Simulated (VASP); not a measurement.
# KF (Fm-3m) in VASP: single point with r2SCAN0

Aim: the single point of KF with r2SCAN0.

All numbers are computed with VASP 6.6.1; they aren't measurements. Logs are shortened: lines on timing, memory, paths and dates and some standing lists are left out, and cuts for length are marked.

**1. The cell of the first run**

It takes space group Fm-3m (No. 225, cubic). Conventional cell: a = 5.318 Å, b = 5.318 Å, c = 5.318 Å, α = 90.00°, β = 90.00°, γ = 90.00°. Within 3.5 Å of K (site symmetry m-3m) lie 6 F at 2.66 Å. Within 3.5 Å of F (site symmetry m-3m) lie 6 K at 2.66 Å.

**2. Single point, r2SCAN0**

Contents of POSCAR:

```
KF
1.0
    0.0000000000      2.6589614660      2.6589614660
    2.6589614660      0.0000000000      2.6589614660
    2.6589614660      2.6589614660      0.0000000000
K F
1 1
Direct
    0.0000000000      0.0000000000      0.0000000000
    0.5000000000      0.5000000000      0.5000000000
```

Contents of INCAR.step1:

```
SYSTEM = KF
PREC = Accurate ; ENCUT = 520
EDIFF = 1E-5 ; ISMEAR = 0
SIGMA = 0.01 ; LREAL = .False.
LASPH = .True. ; NELM = 100
ALGO = Normal ; ISIF = 2
LWAVE = .True. ; LCHARG = .False.
NBANDS = 15 ; GGA = PE
```

Contents of INCAR.step2:

```
SYSTEM = KF
PREC = Accurate ; ENCUT = 520
EDIFF = 1E-6 ; ISMEAR = 0
SIGMA = 0.01 ; LREAL = .False.
LASPH = .True. ; NELM = 100
ALGO = Normal ; ISIF = 2
LWAVE = .False. ; LCHARG = .False.
METAGGA = R2SCAN ; LHFCALC = .True.
AEXX = 0.25 ; LMIXTAU = .True.
PRECFOCK = Normal ; NBANDS = 15
ISTART = 1
```

Contents of KPOINTS:

```
Automatic mesh
0
Gamma
  6 6 6
  0 0 0
```

Potentials or basis: VASP PAW PBE potentials, release 64 (K_sv, F).

Run with:

```sh
> cat potpaw_PBE.64/K_sv/POTCAR potpaw_PBE.64/F/POTCAR > POTCAR
> cp INCAR.step1 INCAR
> mpirun -np 1 vasp_std > vasp.out
> cp INCAR.step2 INCAR
> mpirun -np 1 vasp_std > vasp.out
```

OUTCAR:

```text
SYSTEM = KF
   PREC = Accurate
   ENCUT = 520
   EDIFF = 1E-6
   ISMEAR = 0
   LREAL = .False.
   LASPH = .True.
   NELM = 100
   ISIF = 2
   METAGGA = R2SCAN
   LHFCALC = .True.
   AEXX = 0.25
   PRECFOCK = Normal
   ISTART = 1

 ion  position               nearest neighbor table
   1  0.000  0.000  0.000-   2 2.66   2 2.66   2 2.66   2 2.66   2 2.66   2 2.66
   2  0.500  0.500  0.500-   1 2.66   1 2.66   1 2.66   1 2.66   1 2.66   1 2.66

  LATTYP: Found a face centered cubic cell.
 ALAT       =     5.3179229320

  Lattice vectors:

 A1 = (   0.0000000000,   2.6589614660,   2.6589614660)
 A2 = (   2.6589614660,   0.0000000000,   2.6589614660)
 A3 = (   2.6589614660,   2.6589614660,   0.0000000000)

Analysis of symmetry for initial positions (statically):
=====================================================================
 Subroutine PRICEL returns:
 Original cell was already a primitive cell.

 Routine SETGRP: Setting up the symmetry group for a
 face centered cubic supercell.

 Subroutine GETGRP returns: Found 48 space group operations
 (whereof 48 operations were pure point group operations)
 out of a pool of 48 trial point group operations.

The static configuration has the point symmetry O_h .

Analysis of symmetry for dynamics (positions and initial velocities):
=====================================================================
 Subroutine PRICEL returns:
 Original cell was already a primitive cell.

 Routine SETGRP: Setting up the symmetry group for a
 face centered cubic supercell.

 Subroutine GETGRP returns: Found 48 space group operations
 (whereof 48 operations were pure point group operations)
 out of a pool of 48 trial point group operations.

The dynamic configuration has the point symmetry O_h .

 Subroutine INISYM returns: Found 48 space group operations
 (whereof 48 operations are pure point group operations),
 and found     1 'primitive' translations

----------------------------------------------------------------------------------------

                                     Primitive cell

  volume of cell :      37.5981

  direct lattice vectors                    reciprocal lattice vectors
     0.000000000  2.658961466  2.658961466    -0.188043342  0.188043342  0.188043342
     2.658961466  0.000000000  2.658961466     0.188043342 -0.188043342  0.188043342
     2.658961466  2.658961466  0.000000000     0.188043342  0.188043342 -0.188043342

  length of vectors
[... 92 lines left out ...]
     AMIX     =   0.40;   BMIX     =  1.00
     AMIX_MAG =   1.60;   BMIX_MAG =  1.00
  volume/ion in A,a.u.               =      18.80       126.86
  Fermi-wavevector in a.u.,A,eV,Ry     =   1.231382  2.326974 20.630534  1.516302
  Thomas-Fermi vector in A             =   2.366194
   LORBIT       =      0    0 simple, 1 ext, 2 COOP (PROOUT), +10 PAW based schemes
   METAGGA = R2SCAN    functional components
   LHFCALC =     T    Hartree Fock is set to
   PRECFOCK=normal    Normal, Fast or Accurate (Low or Medium for compatibility)
   ENCUT4O =  -1.0   cutoff for four orbital integrals eV
   NKREDX  =     1    reduce k-point grid by
   NKREDY  =     1    reduce k-point grid by
   NKREDZ  =     1    reduce k-point grid by
   AEXX    =    0.2500 exact exchange contribution
   HFSCREEN=    0.0000 screening length (either q_TF or 0.3 A-1)
   HFSCREENC=   0.0000 screening length for correlation (either q_TF or 0.3 A-1)
   ENCUTFOCK=  -1.0 apply spherical cutoff to Coloumb kernel
   IVDW    =     0    specifies the selected vdW correction
   LEPSILON=     F    determine dielectric tensor
   LRPA    =     F    only Hartree local field effects (RPA)
 non-spin polarized calculation
 Gauss-broadening in eV      SIGMA  =   0.01
  energy-cutoff  :      520.00
  volume of cell :       37.60
 maximum number of plane-waves:      1020
  NGX = 24; NGY = 24; NGZ = 24

 number of electron      16.0000010 magnetization

 Free energy of the ion-electron system (eV)
  ---------------------------------------------------
  ext. energy  EPLUGINS =         0.00000000
  ---------------------------------------------------
  free energy    TOTEN  =       -15.51589716 eV

  energy without entropy =      -15.51589716  energy(sigma->0) =      -15.51589716

 E-fermi :  -5.0488     XC(G=0):  -6.9976

 val. band max:       -5.1791078227   @ k =   0.0000   0.0000   0.0000
 cond. band min:       4.2350941914   @ k =   0.0000   0.0000   0.0000
 fundamental gap:      9.4142020141
 Fermi energy:        -5.0488161983

 k-point     1 :       0.0000    0.0000    0.0000
  band No.  band energies     occupation
      1     -33.3810      2.00000
      2     -26.1250      2.00000
      3     -14.7497      2.00000
      4     -14.7497      2.00000
      5     -14.7497      2.00000
      6      -5.1791      2.00000
      7      -5.1791      2.00000
      8      -5.1791      2.00000
      9       4.2351      0.00000
     10       9.1895      0.00000
     11       9.1895      0.00000
     12       9.1895      0.00000
     13      11.2021      0.00000
     14      11.2021      0.00000
[... 257 lines left out ...]
      2     -26.1726      2.00000
      3     -15.2720      2.00000
      4     -15.0808      2.00000
      5     -14.8743      2.00000
      6      -5.5074      2.00000
      7      -5.3521      2.00000
      8      -5.2844      2.00000
      9       7.0760      0.00000
     10       8.8543      0.00000
     11       9.6454      0.00000
     12      12.5159      0.00000
     13      13.2807      0.00000
     14      14.0115      0.00000
     15      14.2412      0.00000

------------------------ aborting loop because EDIFF is reached ----------------------------------------

  FORCE on cell =-STRESS in cart. coord.  units (eV):
  Direction    XX          YY          ZZ          XY          YZ          ZX
  --------------------------------------------------------------------------------------
  -------------------------------------------------------------------------------------
  Total       -0.0809384     -0.0809384     -0.0809384      0.0000000     -0.0000000     -0.0000000
  in kB       -3.4490461     -3.4490461     -3.4490461      0.0000000     -0.0000000     -0.0000000
  external PRESSURE =      -3.4490461 kB  Pullay stress =       0.0000000 kB

 VOLUME and BASIS-vectors are now :
 -----------------------------------------------------------------------------
  energy-cutoff  :      520.00
  volume of cell :       37.60
      direct lattice vectors                 reciprocal lattice vectors
     0.000000000  2.658961466  2.658961466    -0.188043342  0.188043342  0.188043342
     2.658961466  0.000000000  2.658961466     0.188043342 -0.188043342  0.188043342
     2.658961466  2.658961466  0.000000000     0.188043342  0.188043342 -0.188043342

 POSITION                                       TOTAL-FORCE (eV/Angst)
 -----------------------------------------------------------------------------------
      0.00000      0.00000      0.00000         0.000000     -0.000000     -0.000000
      2.65896      2.65896      2.65896        -0.000000      0.000000      0.000000
 -----------------------------------------------------------------------------------
    total drift:                                0.000000      0.000000      0.000000

  FREE ENERGIE OF THE ION-ELECTRON SYSTEM (eV)
  ---------------------------------------------------
  free  energy   TOTEN  =       -15.5158971636 eV

  energy  without entropy=      -15.5158971636  energy(sigma->0) =      -15.51589716
```

OUTCAR.step1:

```text
SYSTEM = KF
   PREC = Accurate
   ENCUT = 520
   EDIFF = 1E-5
   ISMEAR = 0
   LREAL = .False.
   LASPH = .True.
[... 498 lines left out ...]
      0.00000      0.00000      0.00000        -0.000000     -0.000000     -0.000000
      2.65896      2.65896      2.65896         0.000000      0.000000      0.000000
 -----------------------------------------------------------------------------------
    total drift:                                0.000000      0.000000      0.000000

  FREE ENERGIE OF THE ION-ELECTRON SYSTEM (eV)
  ---------------------------------------------------
  free  energy   TOTEN  =        -8.2835889784 eV

  energy  without entropy=       -8.2835889784  energy(sigma->0) =       -8.28358898
```

OSZICAR.step1:

```text
N       E                     dE             d eps       ncg     rms          rms(c)
DAV:   1     0.106505313392E+03    0.10651E+03   -0.81300E+03   480   0.103E+03
DAV:   2    -0.526839032582E+01   -0.11177E+03   -0.10377E+03   641   0.282E+02
DAV:   3    -0.944567119196E+01   -0.41773E+01   -0.41625E+01   614   0.480E+01
DAV:   4    -0.954252438984E+01   -0.96853E-01   -0.96842E-01   697   0.701E+00
DAV:   5    -0.954317768992E+01   -0.65330E-03   -0.65330E-03   601   0.593E-01    0.635E+00
DAV:   6    -0.831346271703E+01    0.12297E+01   -0.34955E+00   508   0.149E+01    0.410E+00
DAV:   7    -0.828505541501E+01    0.28407E-01   -0.66212E-02   585   0.222E+00    0.231E+00
DAV:   8    -0.828138028304E+01    0.36751E-02   -0.50432E-02   515   0.223E+00    0.192E-01
DAV:   9    -0.828290918134E+01   -0.15289E-02   -0.37978E-03   620   0.513E-01    0.124E-01
DAV:  10    -0.828346171608E+01   -0.55253E-03   -0.45801E-04   515   0.186E-01    0.608E-02
DAV:  11    -0.828358998460E+01   -0.12827E-03   -0.12836E-04   508   0.950E-02    0.198E-02
DAV:  12    -0.828358897836E+01    0.10062E-05   -0.11881E-05   551   0.354E-02
   1 F= -.82835890E+01 E0= -.82835890E+01  d E =-.199187E-70
```

Run time: 38 min. Hardware: 1 thread of AMD EPYC 7R43 (Zen 3), shared host; peak memory 0.15 GiB.

Results:

* Free energy: -15.5159 eV
* Pressure: -0.3 GPa
* Band gap on the k mesh: 9.41 eV

Caveat: the PAW data sets were made with another functional, which shifts forces and pressure a little.
